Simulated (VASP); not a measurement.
## Y: relaxation of cell and atoms with PBE

Crystal: Y.

```
Y
1.0
     2.47934   -2.48091    0.00000
     2.47934    2.48091    0.00000
     0.00000    0.00000    3.15618
Y
1
Direct
  0.00000 0.00000 0.00000
```

The cell was built from a structure type or drawn by symmetry, and may not be a known phase.

```
Program                : VASP 6.6.1
Task                   : relaxation of cell and atoms
Functional             : PBE
Potentials or basis    : VASP PAW PBE potentials, release 64 (Y_sv)
Cutoff                 : 500 eV
k mesh                 : 6 × 6 × 6
Occupations            : gaussian, width 0.1 eV
Spin                   : no spin polarisation
Dipole correction      : no
Further INCAR settings : ALGO = Normal; EDIFF = 1e-07; IBRION = 2; EDIFFG = -0.04; NSW = 90; ISIF = 3
```

```
Relaxed volume                        : 34.59 Å³/atom
Relaxed cell                          : a = 3.292 Å, b = 3.292 Å, c = 3.193 Å, α = 90.00°, β = 90.00°, γ = 90.05°
Space group after relaxing (to 0.1 Å) : Pm-3m (No. 221)
Energy gained by relaxing             : 69.1 meV/atom
Ionic steps                           : 4
Pressure after relaxing               : 0.0 GPa
Band gap on the k mesh                : zero (an odd number of electrons rules out a gap without spin polarisation)
```

Stress tensor (GPa, compression positive):
```
-0.06  0.00  0.00
 0.00 -0.03  0.00
 0.00  0.00  0.12
```

The path:
```
step  energy change (eV)  largest force (eV/Å)  pressure (GPa)  volume (Å³)
   1              0.0000                0.0000           -2.55        38.83
   2             -0.0664                0.0000           -0.60        35.41
   3             -0.0688                0.0000           -0.16        34.83
   4             -0.0691                0.0000            0.01        34.59
```

Final structure:
```xyz
1
Lattice="2.3265 -2.3284 0.0000 2.3265 2.3284 0.0000 0.0000 0.0000 3.1928" Properties=species:S:1:pos:R:3 pbc="T T T"
Y     2.3265    2.3284    0.0000
```

Levels at points of the mesh, in eV from the Fermi level:
| k point | band 4 | band 5 | band 6 | band 7 | band 8 | band 9 |
| --- | --- | --- | --- | --- | --- | --- |
| (0.00, 0.00, 0.00) | -22.58 | -4.49 | -0.64 | -0.63 | 5.04 | 5.29 |
| (0.50, 0.00, 0.00) | -22.53 | -1.85 | -0.09 | 0.02 | 2.66 | 3.02 |
| (0.50, 0.50, 0.00) | -22.47 | -1.81 | -0.03 | 3.37 | 3.38 | 3.51 |
| (0.00, 0.00, 0.50) | -22.62 | -1.64 | 0.14 | 0.18 | 2.53 | 2.53 |
| (0.50, 0.00, 0.50) | -22.56 | -1.86 | 0.21 | 3.05 | 3.28 | 3.60 |
| (0.50, 0.50, 0.50) | -23.15 | -0.67 | -0.67 | -0.42 | 5.57 | 6.72 |

It took 97 s on 1 thread of Intel Xeon 8259CL, on a shared host, peak memory 0.18 GiB.
